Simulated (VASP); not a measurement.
A run of VASP 6.6.1 is set up as follows.

The input POSCAR:

```
GaN
1.0
    3.2467646093      0.0000000000      0.0000000000
   -1.6233823047      2.8117806318      0.0000000000
    0.0000000000      0.0000000000      5.1346873885
Ga N
2 2
Direct
    0.3333333333      0.6666666667     -0.0031889342
    0.6666666667      0.3333333333      0.4968110658
    0.3333333333      0.6666666667      0.3781889342
    0.6666666667      0.3333333333      0.8781889342
```

The input INCAR.step1:

```
  PREC = Accurate
  ENCUT = 520
  ISMEAR = 0
  SIGMA = 0.01
  LREAL = False
  LASPH = True
  NELM = 100
  NBANDS = 26
  GGA = PE
  ALGO = Normal
  EDIFF = 1E-4
  LWAVE = True
  LCHARG = False
```

INCAR.step2

```
  PREC = Accurate
  ENCUT = 520
  EDIFF = 1E-6
  ISMEAR = 0
  SIGMA = 0.01
  LREAL = False
  LASPH = True
  NELM = 100
  ALGO = Normal
  ISIF = 2
  LWAVE = False
  LCHARG = False
  METAGGA = R2SCAN
  LMIXTAU = True
  NBANDS = 26
  ISTART = 1
```

Contents of KPOINTS:

```
regular mesh
0
Gamma
  8 8 4
```

Potentials or basis: VASP PAW PBE potentials, release 64 (Ga_d, N).

The run is started by

```sh
$ cat potpaw_PBE.64/Ga_d/POTCAR potpaw_PBE.64/N/POTCAR > POTCAR
$ cp INCAR.step1 INCAR
$ mpirun -np 1 vasp_std > vasp.out
$ cp INCAR.step2 INCAR
$ mpirun -np 1 vasp_std > vasp.out
```

Problem. Predict the pressure.

Solution. -4.6 GPa.

Problem. What does it give for the largest force?

Solution. 0.015 eV/Å.

Problem. Estimate the band gap on the k mesh.

Solution. 2.09 eV.

Forces on the atoms (eV/Å):
```
Ga   0.000  0.000 -0.015
Ga   0.000  0.000 -0.015
N    0.000  0.000  0.015
N    0.000  0.000  0.015
```

Caveat: the cell differs from its parent crystal (in-plane strain +0.02, then relaxed in part); the cell stands under tension; the PAW data sets were made with another functional, which shifts forces and pressure a little.
